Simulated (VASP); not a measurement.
# C in VASP: further runs

C is run at these levels: PBE+D3(BJ); tasks: single point.

Program: VASP 6.6.1. These are calculated values, not measurements. Logs are shortened: lines on timing, memory, paths and dates and some standing lists are left out, and cuts for length are marked.

## (1) The cell of the first run

The cell holds a slab with vacuum, 8 atoms: a = 4.931 Å, b = 4.931 Å, c = 16.650 Å, α = 90.00°, β = 90.00°, γ = 120.00°.

## (2) Single point, PBE+D3(BJ)

INCAR reads:

```
PREC = Accurate
ENCUT = 520
EDIFF = 1E-7
ISMEAR = 0
SIGMA = 0.1
LREAL = False
LASPH = True
NELM = 60
ALGO = Normal
ISIF = 2
LWAVE = False
LCHARG = False
LDIPOL = True
IDIPOL = 3
DIPOL = 0.5 0.5 0.240
GGA = PE
IVDW = 12
NBANDS = 26
```

KPOINTS reads:

```
regular mesh
0
Gamma
  6 6 1
```

POSCAR reads:

```
C
1.0
    4.9313048819      0.0000000000      0.0000000000
   -2.4656524409      4.2706353015      0.0000000000
    0.0000000000      0.0000000000     16.6500331942
C
8
Direct
    0.3333333333      0.1666666667      0.2402417549
    0.3333333333      0.6666666667      0.2402417549
    0.8333333333      0.1666666667      0.2402417549
    0.8333333333      0.6666666667      0.2402417549
    0.1666666667      0.3333333333      0.2402397613
    0.1666666667      0.8333333333      0.2402397613
    0.6666666667      0.3333333333      0.2402397613
    0.6666666667      0.8333333333      0.2402397613
```

Potentials or basis: VASP PAW PBE potentials, release 64 (C).

The run is started by

```sh
cat potpaw_PBE.64/C/POTCAR > POTCAR
mpirun -np 1 vasp_std > vasp.out
```

OUTCAR:

```text
PREC = Accurate
   ENCUT = 520
   EDIFF = 1E-7
   ISMEAR = 0
   LREAL = False
   LASPH = True
   NELM = 60
   ISIF = 2
   GGA = PE
   IVDW = 12
 IVDW          = 12

 ion  position               nearest neighbor table
   1  0.333  0.167  0.240-   5 1.42   6 1.42   7 1.42
   2  0.333  0.667  0.240-   6 1.42   5 1.42   8 1.42
   3  0.833  0.167  0.240-   7 1.42   8 1.42   5 1.42
   4  0.833  0.667  0.240-   8 1.42   7 1.42   6 1.42
   5  0.167  0.333  0.240-   1 1.42   2 1.42   3 1.42
   6  0.167  0.833  0.240-   2 1.42   1 1.42   4 1.42
   7  0.667  0.333  0.240-   3 1.42   4 1.42   1 1.42
   8  0.667  0.833  0.240-   4 1.42   3 1.42   2 1.42

  LATTYP: Found a hexagonal cell.
 ALAT       =     4.9313048819
 C/A-ratio  =     3.3763950096

  Lattice vectors:

 A1 = (   4.9313048819,   0.0000000000,   0.0000000000)
 A2 = (  -2.4656524409,   4.2706353015,   0.0000000000)
 A3 = (   0.0000000000,   0.0000000000,  16.6500331942)

Analysis of symmetry for initial positions (statically):
=====================================================================
 Subroutine PRICEL returns following result:

  LATTYP: Found a hexagonal cell.
 ALAT       =     2.4656524410
 C/A-ratio  =     6.7527900193

  Lattice vectors:

 A1 = (   2.4656524410,   0.0000000000,   0.0000000000)
 A2 = (  -1.2328262205,   2.1353176507,   0.0000000000)
 A3 = (   0.0000000000,   0.0000000000,  16.6500331942)

   4 primitive cells build up your supercell.

 Routine SETGRP: Setting up the symmetry group for a
 hexagonal supercell.

 Subroutine GETGRP returns: Found 24 space group operations
 (whereof 12 operations were pure point group operations)
 out of a pool of 24 trial point group operations.

The static configuration has the point symmetry C_6v.
 The point group associated with its full space group is D_6h.

Analysis of symmetry for dynamics (positions and initial velocities):
=====================================================================
 Subroutine PRICEL returns following result:

  LATTYP: Found a hexagonal cell.
 ALAT       =     2.4656524410
 C/A-ratio  =     6.7527900193

  Lattice vectors:

 A1 = (   2.4656524410,   0.0000000000,   0.0000000000)
 A2 = (  -1.2328262205,   2.1353176507,   0.0000000000)
 A3 = (   0.0000000000,   0.0000000000,  16.6500331942)

   4 primitive cells build up your supercell.

 Routine SETGRP: Setting up the symmetry group for a
 hexagonal supercell.

 Subroutine GETGRP returns: Found 24 space group operations
 (whereof 12 operations were pure point group operations)
 out of a pool of 24 trial point group operations.

The dynamic configuration has the point symmetry C_6v.
 The point group associated with its full space group is D_6h.

 Subroutine INISYM returns: Found 24 space group operations
 (whereof 12 operations are pure point group operations),
 and found     4 'primitive' translations

----------------------------------------------------------------------------------------

                                     Primitive cell

  volume of cell :      87.6616

  direct lattice vectors                    reciprocal lattice vectors
     2.465652441  0.000000000  0.000000000     0.405572166  0.234157199  0.000000000
    -1.232826220  2.135317651  0.000000000     0.000000000  0.468314398  0.000000000
     0.000000000  0.000000000 16.650033194     0.000000000  0.000000000  0.060059940

  length of vectors
     2.465652441  2.465652441 16.650033194     0.468314398  0.468314398  0.060059940

  position of ions in fractional coordinates (direct lattice)
     0.666666667  0.333333333  0.240241755
     0.333333333  0.666666667  0.240239761

  ion indices of the primitive-cell ions
   primitive index   ion index
                 1           1
                 2           5

----------------------------------------------------------------------------------------

 KPOINTS: regular mesh

Automatic generation of k-mesh.
 Grid dimensions read from file:
 generate k-points for:    6    6    1

 Generating k-lattice:

  Cartesian coordinates                     Fractional coordinates (reciprocal lattice)
     0.033797680  0.019513100  0.000000000     0.166666667  0.000000000  0.000000000
     0.000000000  0.039026200  0.000000000     0.000000000  0.166666667  0.000000000
     0.000000000  0.000000000  0.060059940     0.000000000  0.000000000  1.000000000

  Length of vectors
     0.039026200  0.039026200  0.060059940

  Shift w.r.t. Gamma in fractional coordinates (k-lattice)
     0.000000000  0.000000000  0.000000000

 Subroutine IBZKPT returns following result:
 ===========================================

 Found      7 irreducible k-points:

 Following reciprocal coordinates:
            Coordinates               Weight
  0.000000  0.000000  0.000000      1.000000
  0.166667 -0.000000  0.000000      6.000000
  0.333333  0.000000  0.000000      6.000000
  0.500000  0.000000  0.000000      3.000000
  0.166667  0.166667  0.000000      6.000000
  0.333333  0.166667  0.000000     12.000000
  0.333333  0.333333  0.000000      2.000000
   k-points           NKPTS =      7   k-points in BZ     NKDIM =      7   number of bands    NBANDS=     26
   number of dos      NEDOS =    301   number of ions     NIONS =      8
   total plane-waves  NPLWV = 201600
   dimension x,y,z NGX =    40 NGY =   40 NGZ =  126
   dimension x,y,z NGXF=    80 NGYF=   80 NGZF=  252
   ions per type =               8
   NGX,Y,Z   is equivalent  to a cutoff of  13.48, 13.48, 12.58 a.u.
   NGXF,Y,Z  is equivalent  to a cutoff of  26.97, 26.97, 25.16 a.u.
 SYSTEM =  unknown system
   PREC   = accura    normal or accurate (medium, high low for compatibility)
   ISTART =      0    job   : 0-new  1-cont  2-samecut
   ICHARG =      2    charge: 1-file 2-atom 10-const
   ISPIN  =      1    spin polarized calculation?
   LNONCOLLINEAR =      F non collinear calculations
   LSORBIT =      F    spin-orbit coupling
   LASPH  =      T    aspherical Exc in radial PAW
   ENCUT  =  520.0 eV  38.22 Ry    6.18 a.u.   9.17  9.17 30.96*2*pi/ulx,y,z
   NELM   =     60;   NELMIN=  2; NELMDL= -5     # of ELM steps
   EDIFF  = 0.1E-06   stopping-criterion for ELM
   LREAL  =      F    real-space projection
   EDIFFG = 0.1E-05   stopping-criterion for IOM
   NSW    =      0    number of steps for IOM
   IBRION =     -1    ionic relax: 0-MD 1-quasi-New 2-CG
   NFREE  =      0    steps in history (QN), initial steepest desc. (CG)
   ISIF   =      2    stress and relaxation
   ISYM   =      2    0-nonsym 1-usesym 2-fastsym
   POTIM  = 0.5000    time-step for ionic-motion
   TEBEG  =    0.0;   TEEND  =   0.0 temperature during run
   PSTRESS=    0.0 pullay stress
   NELECT =      32.0000    total number of electrons
   NUPDOWN=      -1.0000    fix difference up-down
   EMIN   =  10.00;   EMAX   =-10.00  energy-range for DOS
   EFERMI =   0.00;   METHOD = LEGACY
   ISMEAR =     0;   SIGMA  =   0.10  broadening in eV -4-tet -1-fermi 0-gaus
   EFERMI_NEDOS =   21; number of points for ismear=-14 and -15
   IALGO  =     38    algorithm
   IMIX   =      4    mixing-type and parameters
     AMIX     =   0.40;   BMIX     =  1.00
     AMIX_MAG =   1.60;   BMIX_MAG =  1.00
  volume/ion in A,a.u.               =      43.83       295.78
  Fermi-wavevector in a.u.,A,eV,Ry     =   0.737058  1.392838  7.391427  0.543255
  Thomas-Fermi vector in A             =   1.830648
   LORBIT       =      0    0 simple, 1 ext, 2 COOP (PROOUT), +10 PAW based schemes
   GGA     = PE    functional components
   LHFCALC =     F    Hartree Fock is set to
   AEXX    =    0.0000 exact exchange contribution
   IVDW    =    12    specifies the selected vdW correction
   LEPSILON=     F    determine dielectric tensor
   LRPA    =     F    only Hartree local field effects (RPA)
 non-spin polarized calculation
 Gauss-broadening in eV      SIGMA  =   0.10
  energy-cutoff  :      520.00
  volume of cell :      350.65
 maximum number of plane-waves:      9451
 NGX is ok and might be reduce to    40

 dipolmoment           0.000000      0.000000      0.000303 electrons x Angstroem

 number of electron      31.9999998 magnetization

 dipolmoment           0.000000      0.000000     -0.000259 electrons x Angstroem

 Free energy of the ion-electron system (eV)
  ---------------------------------------------------
  ext. energy  EPLUGINS =         0.00000000
  ---------------------------------------------------
  free energy    TOTEN  =       -73.78365811 eV

  energy without entropy =      -73.77738933  energy(sigma->0) =      -73.78052372

 E-fermi :  -2.4390     XC(G=0):  -2.5817

 val. band max:       -2.4390287761   @ k =   0.3333   0.3333   0.0000
 cond. band min:      -2.4390286987   @ k =   0.3333   0.3333   0.0000
 fundamental gap:      0.0000000775
 Fermi energy:        -2.4390287373

 k-point     1 :       0.0000    0.0000    0.0000
  band No.  band energies     occupation
      1     -21.9648      2.00000
      2     -16.7220      2.00000
      3     -16.7220      2.00000
      4     -16.7220      2.00000
      5     -15.6809      2.00000
      6     -15.6809      2.00000
[... 18 lines left out ...]
     25       4.9306      0.00000
     26       4.9306      0.00000

 k-point     2 :       0.1667   -0.0000    0.0000
  band No.  band energies     occupation
      1     -21.8008      2.00000
      2     -17.9836      2.00000
      3     -17.1171      2.00000
      4     -17.1171      2.00000
      5     -15.0176      2.00000
      6     -15.0176      2.00000
[... 18 lines left out ...]
     25       5.0552      0.00000
     26       5.6830      0.00000

 k-point     3 :       0.3333    0.0000    0.0000
  band No.  band energies     occupation
      1     -21.3102      2.00000
      2     -19.3798      2.00000
      3     -17.5328      2.00000
      4     -17.5328      2.00000
      5     -13.8492      2.00000
      6     -13.8492      2.00000
[... 18 lines left out ...]
     25       5.1100      0.00000
     26       5.2683      0.00000

 k-point     4 :       0.5000    0.0000    0.0000
  band No.  band energies     occupation
      1     -20.4992      2.00000
      2     -20.4992      2.00000
      3     -17.6804      2.00000
      4     -17.6804      2.00000
      5     -12.9747      2.00000
      6     -12.9747      2.00000
[... 18 lines left out ...]
     25       4.8116      0.00000
     26       4.8116      0.00000

 k-point     5 :       0.1667    0.1667    0.0000
  band No.  band energies     occupation
      1     -21.4735      2.00000
      2     -18.5963      2.00000
      3     -18.5963      2.00000
      4     -16.3001      2.00000
      5     -15.2823      2.00000
      6     -13.0768      2.00000
[... 18 lines left out ...]
     25       5.4499      0.00000
     26       5.4501      0.00000

 k-point     6 :       0.3333    0.1667    0.0000
  band No.  band energies     occupation
      1     -20.8227      2.00000
      2     -19.8573      2.00000
      3     -18.9091      2.00000
      4     -16.2582      2.00000
      5     -14.3958      2.00000
      6     -12.1075      2.00000
[... 18 lines left out ...]
     25       5.1004      0.00000
     26       5.1468      0.00000

 k-point     7 :       0.3333    0.3333    0.0000
  band No.  band energies     occupation
      1     -20.0175      2.00000
      2     -20.0175      2.00000
      3     -20.0175      2.00000
      4     -15.0407      2.00000
      5     -15.0407      2.00000
      6     -13.0014      2.00000
[... 18 lines left out ...]
     25       4.3505      0.00000
     26       4.3505      0.00000

------------------------ aborting loop because EDIFF is reached ----------------------------------------

 vacuum level on the upper side and lower side of the slab       (xc-potential included)        -0.073        -0.074

 Edisp (eV)   -0.70938

 E8    (eV) :    -0.2218

  FORCE on cell =-STRESS in cart. coord.  units (eV):
  Direction    XX          YY          ZZ          XY          YZ          ZX
  --------------------------------------------------------------------------------------
  -------------------------------------------------------------------------------------
  Total       0.35522     0.35522    -0.04743     0.00000     0.00000     0.00000
  in kB       1.62309     1.62309    -0.21670     0.00000     0.00000     0.00000
  external pressure =        1.01 kB  Pullay stress =        0.00 kB

 VOLUME and BASIS-vectors are now :
 -----------------------------------------------------------------------------
  energy-cutoff  :      520.00
  volume of cell :      350.65
      direct lattice vectors                 reciprocal lattice vectors
     4.931304882  0.000000000  0.000000000     0.202786083  0.117078599  0.000000000
    -2.465652441  4.270635301  0.000000000     0.000000000  0.234157199  0.000000000
     0.000000000  0.000000000 16.650033194     0.000000000  0.000000000  0.060059940

 POSITION                                       TOTAL-FORCE (eV/Angst)
 -----------------------------------------------------------------------------------
      1.23283      0.71177      4.00003        -0.000000     -0.000000     -0.000000
     -0.00000      2.84709      4.00003        -0.000000     -0.000000      0.000000
      3.69848      0.71177      4.00003        -0.000000     -0.000000      0.000000
      2.46565      2.84709      4.00003        -0.000000      0.000000      0.000000
      0.00000      1.42355      4.00000         0.000000     -0.000000      0.000000
     -1.23283      3.55886      4.00000         0.000000     -0.000000     -0.000000
      2.46565      1.42355      4.00000         0.000000      0.000000      0.000000
      1.23283      3.55886      4.00000         0.000000     -0.000000     -0.000000
 -----------------------------------------------------------------------------------
    total drift:                               -0.000000     -0.000000     -0.059243

  FREE ENERGIE OF THE ION-ELECTRON SYSTEM (eV)
  ---------------------------------------------------
  free  energy   TOTEN  =       -74.4930373501 eV

  energy  without entropy=      -74.4867685770  energy(sigma->0) =      -74.48990296

 vacuum level on the upper side and lower side of the slab         1.759         1.765
```

Wall time 2.3 min (1 thread of Intel Xeon Platinum 8488C (Sapphire Rapids), shared host); peak memory 0.47 GiB.

Results:

```yaml
Free_energy: -74.4930 eV
Band_gap_on_the_k_mesh: zero (filled and empty bands touch)
Dispersion_energy_per_atom: -0.089 eV
```

## (3) Single point, PBE+D3(BJ)

This run uses another cell than the first one: it holds 2 atoms, not 8.

INCAR reads:

```
SYSTEM = C
  ALGO = Normal
  DIPOL = 0.5 0.5 0.257
  EDIFF = 1E-7
  ENCUT = 520
  GGA = PE
  IDIPOL = 3
  ISIF = 2
  ISMEAR = 0
  IVDW = 12
  LASPH = .TRUE.
  LCHARG = .FALSE.
  LDIPOL = .TRUE.
  LREAL = .FALSE.
  LWAVE = .FALSE.
  NBANDS = 11
  NELM = 60
  PREC = Accurate
  SIGMA = 0.1
```

KPOINTS reads:

```
k-points
0
G
  15 15 1
  0 0 0
```

POSCAR reads:

```
C
1.0
    2.4656524409      0.0000000000      0.0000000000
   -1.2328262205      2.1353176508      0.0000000000
    0.0000000000      0.0000000000     17.5000663883
C
2
Direct
    0.6666666667      0.3333333333      0.2571437784
    0.3333333333      0.6666666667      0.2571418816
```

Potentials or basis: VASP PAW PBE potentials, release 64 (C).

The run is started by

```sh
cat potpaw_PBE.64/C/POTCAR > POTCAR
mpirun -np 1 vasp_std > vasp.out
```

It took 64 s on 1 thread of Intel Xeon Platinum 8375C at 2.90GHz (Ice Lake), shared host; peak memory 0.19 GiB.

It converged, with:

```yaml
Free_energy: -18.6263 eV
Band_gap_on_the_k_mesh: zero (filled and empty bands touch)
Dispersion_energy_per_atom: -0.089 eV
```

Levels at points of the mesh, in eV from the Fermi level:
```tsv
k point	band 2	band 3	band 4	band 5	band 6	band 7
(0.00, 0.00, 0.00)	-7.62	-3.05	-3.05	3.26	4.09	4.52
```
